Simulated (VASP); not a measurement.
A run of VASP 6.6.1 is set up as follows.

INCAR

```
SYSTEM = Ag
PREC = Accurate ; ENCUT = 520
EDIFF = 1E-6 ; ISMEAR = -1
SIGMA = 0.05 ; LREAL = .FALSE.
LASPH = .TRUE. ; NELM = 80
ALGO = Normal ; ISIF = 2
LWAVE = .FALSE. ; LCHARG = .FALSE.
GGA = CA ; NBANDS = 18
```

Contents of KPOINTS:

```
regular mesh
0
G
  14 14 8
  0 0 0
```

The input POSCAR:

```
Ag
1.0
    2.9103330712      0.0000000000      0.0000000000
   -1.4551665356      2.5204223732      0.0000000000
    0.0000000000      0.0000000000      4.7578513803
Ag
2
Direct
    0.3333333333      0.6666666667      0.2500000000
    0.6666666667      0.3333333333      0.7500000000
```

Potentials or basis: VASP PAW LDA potentials, release 64 (Ag).

Command:

```sh
$ cat potpaw_LDA.64/Ag/POTCAR > POTCAR
$ mpirun -np 1 vasp_std > vasp.out
```

Predict the band gap on the k mesh.

zero (bands 11 and 12 overlap by 6.94 eV).

Estimate the pressure.

-8.9 GPa.

Stress tensor (GPa, compression positive):
```
-8.75  0.00  0.00
 0.00 -8.75  0.00
 0.00  0.00 -9.11
```

Caveat: the cell stands under tension.
